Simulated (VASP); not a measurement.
# Be (P6_3/mmc) in VASP: further runs, part 2 of 2

VASP 6.6.1. The steps go on from the part before.

### Step 3. Single point, PBE

INCAR

```
PREC = Accurate ; ENCUT = 520
EDIFF = 1E-6 ; ISMEAR = -1
SIGMA = 0.15 ; LREAL = False
LASPH = True ; NELM = 100
ALGO = Fast ; ISIF = 2
LWAVE = False ; LCHARG = False
GGA = PE ; NBANDS = 9
```

KPOINTS

```
Automatic mesh
0
Gamma
  24 24 12
```

POSCAR

```
Be
1.0
    2.2645591705      0.0000000000      0.0000000000
   -1.1322795852      1.9611657700      0.0000000000
    0.0000000000      0.0000000000      3.5623046662
Be
2
Direct
    0.3333333333      0.6666666667      0.2500000000
    0.6666666667      0.3333333333      0.7500000000
```

Potentials or basis: VASP PAW PBE potentials, release 64 (Be).

Command:

```
$ cat potpaw_PBE.64/Be/POTCAR > POTCAR
$ mpirun -np 1 vasp_std > vasp.out
```

Wall time 46 s (1 thread of AMD EPYC 7R13 (Zen 3), shared host); peak memory 0.13 GiB.

The run converged. Its results:

```
Free energy            : -7.5384 eV
Pressure               : 0.2 GPa
Band gap on the k mesh : zero (band 2 reaches 8.00 eV, above the bottom of band 3 at 5.92 eV)
```

Levels at points of the mesh, in eV from the Fermi level:
```csv
k point,band 1,band 2,band 3,band 4,band 5,band 6,band 7
"(0.00, 0.00, 0.00)",-11.37,-4.45,1.11,15.95,15.95,18.80,18.80
"(0.50, 0.00, 0.00)",-5.03,-3.16,3.61,6.47,6.74,9.37,10.09
"(0.00, 0.00, 0.50)",-9.20,-9.20,10.71,10.71,17.60,17.60,17.60
"(0.50, 0.00, 0.50)",-3.65,-3.65,1.55,1.55,11.98,11.98,15.39
```

### Step 4. Relaxation of cell and atoms, PBE

This run uses another cell than the first one, of 8.11 Å³/atom, 1.025 times its volume.

INCAR

```
SYSTEM = Be
ALGO = Normal ; EDIFF = 1E-7
EDIFFG = -0.005 ; ENCUT = 600
GGA = PE ; IBRION = 2
ISIF = 3 ; ISMEAR = 0
LASPH = .TRUE. ; LCHARG = .FALSE.
LREAL = .FALSE. ; LWAVE = .FALSE.
NELM = 100 ; NSW = 100
PREC = Accurate ; SIGMA = 0.1
```

KPOINTS

```
k-points
0
G
  21 21 12
  0 0 0
```

POSCAR

```
Be
1.0
    2.2853000000      0.0000000000      0.0000000000
   -1.1426500000      1.9791278553      0.0000000000
    0.0000000000      0.0000000000      3.5842000000
Be
2
Direct
    0.3333333333      0.6666666667      0.2500000000
    0.6666666667      0.3333333333      0.7500000000
```

Command:

```
$ cat potpaw_PBE.64/Be/POTCAR > POTCAR
$ mpirun -np 1 vasp_std > vasp.out
```

Run time: 58 s. Hardware: 1 thread of AMD EPYC 7R13 (Zen 3), shared host; peak memory 0.12 GiB.

It converged, with:

```
Free energy                            : -7.5306 eV
Relaxed volume                         : 7.91 Å³/atom
Relaxed cell                           : a = 2.263 Å, b = 2.263 Å, c = 3.568 Å, α = 90.00°, β = 90.00°, γ = 120.00°
Space group after relaxing (to 0.05 Å) : P6_3/mmc (No. 194)
Energy gained by relaxing              : 1.8 meV/atom
Ionic steps                            : 5
Pressure after relaxing                : 0.1 GPa
Band gap on the k mesh                 : zero (band 2 reaches 8.01 eV, above the bottom of band 3 at 5.93 eV)
```

The path:
| step | energy change (eV) | largest force (eV/Å) | pressure (GPa) | volume (Å³) |
| --- | --- | --- | --- | --- |
| 1 | 0.0000 | 0.0000 | -2.73 | 16.21 |
| 2 | -0.0034 | 0.0000 | -0.40 | 15.89 |
| 3 | -0.0035 | 0.0000 | 0.04 | 15.83 |
| 4 | -0.0035 | 0.0000 | 0.09 | 15.82 |
| 5 | -0.0035 | 0.0000 | 0.05 | 15.83 |

Final structure:
```yaml
crystal:
  lattice:
    - [2.26331, 0.00000, 0.00000]
    - [-1.13166, 1.96009, 0.00000]
    - [0.00000, 0.00000, 3.56764]
  atoms:
    - { symbol: Be, position: [0.33333, 0.66667, 0.25000] }
    - { symbol: Be, position: [0.66667, 0.33333, 0.75000] }
```

Levels at points of the mesh, in eV from the Fermi level:
| k point | band 1 | band 2 | band 3 | band 4 | band 5 | band 6 |
| --- | --- | --- | --- | --- | --- | --- |
| (0.00, 0.00, 0.00) | -11.39 | -4.49 | 1.05 | 15.96 | 15.96 | 18.80 |
| (0.00, 0.00, 0.50) | -9.23 | -9.23 | 10.63 | 10.63 | 17.61 | 17.61 |

### Step 5. Relaxation of cell and atoms, PBE

INCAR

```
SYSTEM = Be
  PREC = Accurate
  ENCUT = 600
  EDIFF = 1E-6
  ISMEAR = -1
  SIGMA = 0.15
  LREAL = .False.
  LASPH = .True.
  NELM = 80
  ALGO = Fast
  ISIF = 3
  LWAVE = .False.
  LCHARG = .False.
  GGA = PE
  IBRION = 2
  NSW = 80
  EDIFFG = -0.001
```

KPOINTS

```
regular mesh
0
Gamma
  24 24 12
  0 0 0
```

POSCAR

```
Be
1.0
    2.2626981586      0.0000000000      0.0000000000
   -1.1313490793      1.9595540864      0.0000000000
    0.0000000000      0.0000000000      3.5667383307
Be
2
Direct
    0.3333333333      0.6666666667      0.2500000000
    0.6666666667      0.3333333333      0.7500000000
```

Command:

```
$ cat potpaw_PBE.64/Be/POTCAR > POTCAR
$ mpirun -np 1 vasp_std > vasp.out
```

Run time: 45 s. Hardware: 1 thread of AMD EPYC 7R13 (Zen 3), shared host; peak memory 0.13 GiB.

The run converged. Its results:

| Property | Result |
| --- | --- |
| Free energy | -7.5384 eV |
| Relaxed volume | 7.92 Å³/atom |
| Relaxed cell | a = 2.266 Å, b = 2.266 Å, c = 3.564 Å, α = 90.00°, β = 90.00°, γ = 120.00° |
| Space group after relaxing (to 0.05 Å) | P6_3/mmc (No. 194) |
| Energy gained by relaxing | 0.0 meV/atom |
| Ionic steps | 3 |
| Pressure after relaxing | 0.0 GPa |
| Band gap on the k mesh | zero (band 2 reaches 7.99 eV, above the bottom of band 3 at 5.91 eV) |

Final structure:
```
CELL_PARAMETERS angstrom
2.26556 0.00000 0.00000
-1.13278 1.96203 0.00000
0.00000 0.00000 3.56404
ATOMIC_POSITIONS crystal
Be 0.33333 0.66667 0.25000
Be 0.66667 0.33333 0.75000
```

Levels at points of the mesh, in eV from the Fermi level:
| k point | band 1 | band 2 | band 3 | band 4 | band 5 | band 6 |
| --- | --- | --- | --- | --- | --- | --- |
| (0.00, 0.00, 0.00) | -11.36 | -4.45 | 1.10 | 15.93 | 15.93 | 18.78 |
| (0.50, 0.00, 0.00) | -5.03 | -3.16 | 3.61 | 6.47 | 6.73 | 9.36 |
| (0.00, 0.00, 0.50) | -9.20 | -9.20 | 10.70 | 10.70 | 17.58 | 17.58 |
| (0.50, 0.00, 0.50) | -3.64 | -3.64 | 1.54 | 1.54 | 11.97 | 11.97 |

### Step 6. Relaxation of cell and atoms, PBE

This run uses another cell than the first one, of 8.11 Å³/atom, 1.025 times its volume.

INCAR

```
SYSTEM = Be
ALGO = Normal ; EDIFF = 1E-7
EDIFFG = -0.005 ; ENCUT = 600
GGA = PE ; IBRION = 2
ISIF = 3 ; ISMEAR = 0
LASPH = .TRUE. ; LCHARG = .FALSE.
LREAL = .FALSE. ; LWAVE = .FALSE.
NELM = 100 ; NSW = 100
PREC = Accurate ; SIGMA = 0.1
```

KPOINTS

```
k-points
0
G
  21 21 12
  0 0 0
```

POSCAR

```
Be
1.0
    2.2853000000      0.0000000000      0.0000000000
   -1.1426500000      1.9791278553      0.0000000000
    0.0000000000      0.0000000000      3.5842000000
Be
2
Direct
    0.3333333333      0.6666666667      0.2500000000
    0.6666666667      0.3333333333      0.7500000000
```

Potentials or basis: VASP PAW PBE potentials, release 64 (Be).

Command:

```
$ cat potpaw_PBE.64/Be/POTCAR > POTCAR
$ mpirun -np 1 vasp_std > vasp.out
```

OUTCAR:

```text
SYSTEM = Be
   EDIFF = 1E-7
   EDIFFG = -0.005
   ENCUT = 600
   GGA = PE
   IBRION = 2
   ISIF = 3
   ISMEAR = 0
   LASPH = .TRUE.
   LREAL = .FALSE.
   NELM = 100
   NSW = 100
   PREC = Accurate

 ion  position               nearest neighbor table
   1  0.333  0.667  0.250-   2 2.23   2 2.23   2 2.23   2 2.23   2 2.23   2 2.23
   2  0.667  0.333  0.750-   1 2.23   1 2.23   1 2.23   1 2.23   1 2.23   1 2.23

  LATTYP: Found a hexagonal cell.
 ALAT       =     2.2853000000
 C/A-ratio  =     1.5683717674

  Lattice vectors:

 A1 = (   2.2853000000,   0.0000000000,   0.0000000000)
 A2 = (  -1.1426500000,   1.9791278553,   0.0000000000)
 A3 = (   0.0000000000,   0.0000000000,   3.5842000000)

Analysis of symmetry for initial positions (statically):
=====================================================================
[... 332 lines left out ...]
 cond. band min:       7.0616262487   @ k =   0.3333   0.2857   0.3333
 fundamental gap:      0.0407119982
 Fermi energy:         7.0592941419

 k-point     1 :       0.0000    0.0000    0.0000
  band No.  band energies     occupation
      1      -4.3289      2.00000
      2       2.5700      2.00000
      3       8.1080      0.00000
      4      23.0232      0.00000
      5      23.0232      0.00000
      6      25.8625      0.00000
[... 199 lines left out ...]
 k-point    24 :       0.1905    0.0952    0.0000
  band No.  band energies     occupation
      1      -2.4981      2.00000
      2       4.9497      2.00000
      3       8.4241      0.00000
      4      15.2330      0.00000
      5      17.5146      0.00000
      6      23.2919      0.00000

 [... further k-points ...]

------------------------ aborting loop because EDIFF is reached ----------------------------------------

  FORCE on cell =-STRESS in cart. coord.  units (eV):
  Direction    XX          YY          ZZ          XY          YZ          ZX
  --------------------------------------------------------------------------------------
  -------------------------------------------------------------------------------------
  Total        0.0038083      0.0038083      0.0073423      0.0000000      0.0000000     -0.0000000
  in kB        0.3855187      0.3855187      0.7432589      0.0000000      0.0000000     -0.0000000
  external PRESSURE =       0.5047654 kB  Pullay stress =       0.0000000 kB
[... 17 lines left out ...]
  FREE ENERGIE OF THE ION-ELECTRON SYSTEM (eV)
  ---------------------------------------------------
  free  energy   TOTEN  =        -7.5305814183 eV

  energy  without entropy=       -7.5290415826  energy(sigma->0) =       -7.52981150

 reached required accuracy - stopping structural energy minimisation
```

CONTCAR:

```text
Be
   1.00000000000000
     2.2633149316441448    0.0000000000000000    0.0000000000000000
    -1.1316574658220724    1.9600882275989857    0.0000000000000000
     0.0000000000000000    0.0000000000000000    3.5676409246007839
  Be
     2
Direct
     0.3333333332999970    0.6666666667000030    0.2500000000000000
     0.6666666667000030    0.3333333332999970    0.7500000000000000

  0.00000000E+00  0.00000000E+00  0.00000000E+00
  0.00000000E+00  0.00000000E+00  0.00000000E+00
```

Run time: 87 s. Hardware: 1 thread of Intel Xeon Platinum 8175M at 2.50GHz (Skylake/Cascade Lake), shared host; peak memory 0.15 GiB.

Results:

- Free energy: -7.5306 eV
- Relaxed volume: 7.91 Å³/atom
- Relaxed cell: a = 2.263 Å, b = 2.263 Å, c = 3.568 Å, α = 90.00°, β = 90.00°, γ = 120.00°
- Space group after relaxing (to 0.05 Å): P6_3/mmc (No. 194)
- Energy gained by relaxing: 1.8 meV/atom
- Ionic steps: 5
- Pressure after relaxing: 0.1 GPa
- Band gap on the k mesh: zero (band 2 reaches 8.01 eV, above the bottom of band 3 at 5.93 eV)

Step by step:
```
step  energy change (eV)  largest force (eV/Å)  pressure (GPa)  volume (Å³)
   1              0.0000                0.0000           -2.73        16.21
   2             -0.0034                0.0000           -0.40        15.89
   3             -0.0035                0.0000            0.04        15.83
   4             -0.0035                0.0000            0.09        15.82
   5             -0.0035                0.0000            0.05        15.83
```

Final structure:
```
Be
1.0
     2.26331    0.00000    0.00000
    -1.13166    1.96009    0.00000
     0.00000    0.00000    3.56764
Be
2
Direct
  0.33333 0.66667 0.25000
  0.66667 0.33333 0.75000
```

Levels at points of the mesh, in eV from the Fermi level:
| k point | band 1 | band 2 | band 3 | band 4 | band 5 | band 6 |
| --- | --- | --- | --- | --- | --- | --- |
| (0.00, 0.00, 0.00) | -11.39 | -4.49 | 1.05 | 15.96 | 15.96 | 18.80 |
| (0.00, 0.00, 0.50) | -9.23 | -9.23 | 10.63 | 10.63 | 17.61 | 17.61 |

### Step 7. Overview

| task | cell | k mesh | cutoff (eV) | smearing | gap on the mesh (eV) | pressure (GPa) | relaxed volume (Å³/atom) |
| --- | --- | --- | --- | --- | --- | --- | --- |
| single point | a = 2.263, b = 2.263, c = 3.567 Å, angles 90.0, 90.0, 120.0°, 2 atoms | 21 × 21 × 12 | 520 | gaussian 0.1 eV | none | 0.1 | - |
| single point | a = 2.265, b = 2.265, c = 3.562 Å, angles 90.0, 90.0, 120.0°, 2 atoms | 24 × 24 × 12 | 520 | fermi-dirac 0.15 eV | none | 0.2 | - |
| relaxation of cell and atoms | relaxed from a = 2.285, b = 2.285, c = 3.584 Å, angles 90.0, 90.0, 120.0°, 2 atoms | 21 × 21 × 12 | 600 | gaussian 0.1 eV | none | 0.1 | 7.91 |
| relaxation of cell and atoms | relaxed from a = 2.263, b = 2.263, c = 3.567 Å, angles 90.0, 90.0, 120.0°, 2 atoms | 24 × 24 × 12 | 600 | fermi-dirac 0.15 eV | none | 0.0 | 7.92 |

Alike in all rows: level PBE; potentials or basis VASP PAW PBE potentials, release 64 (Be); no spin polarisation.

Total energies depend on the potentials used, so only differences within one code and one set of settings carry meaning.
